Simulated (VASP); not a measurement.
Here is a VASP 6.6.1 calculation.

The input INCAR:

```
PREC = Accurate ; ENCUT = 520
EDIFF = 1E-6 ; ISMEAR = -1
SIGMA = 0.05 ; LREAL = F
LASPH = T ; NELM = 150
ALGO = Normal ; ISIF = 2
LWAVE = F ; LCHARG = F
ISPIN = 2 ; MAGMOM = 3 0
LORBIT = 11 ; LMAXMIX = 4
GGA = PE ; NBANDS = 18
```

File KPOINTS:

```
regular mesh
0
Gamma
  9 9 9
```

Contents of POSCAR:

```
FeO
1.0
    1.5188209023      0.8768916568      2.5195772846
   -1.5188209023      0.8768916568      2.5195772846
    0.0000000000     -1.7537833136      2.5195772846
Fe O
1 1
Direct
    0.0000000000      0.0000000000      0.0000000000
    0.5000000000      0.5000000000      0.5000000000
```

Potentials or basis: VASP PAW PBE potentials, release 64 (Fe, O).

The run is started by

```sh
$ cat potpaw_PBE.64/Fe/POTCAR potpaw_PBE.64/O/POTCAR > POTCAR
$ mpirun -np 1 vasp_std > vasp.out
```

Question: What does it give for the site moments?

Answer: Fe +3.62; O +0.30 μB.

Question: Predict the net moment.

Answer: 4.00 μB per cell.

Question: What does it give for the pressure?

Answer: -1.2 GPa.

Question: Estimate the band gap on the k mesh.

Answer: Zero (filled and empty bands overlap).

Stress tensor (GPa, compression positive):
```
-0.80  0.00  0.00
 0.00 -0.80  0.00
 0.00  0.00 -1.93
```

Caveat: a cell with one magnetic atom can't hold antiferromagnetic order, which such compounds often take; semilocal functionals often make such compounds metallic where correlation or magnetic order opens a gap, which also shifts bond lengths. With open d or f shells a metallic result of PBE can be an artefact of self-interaction; +U or a hybrid may open a gap.
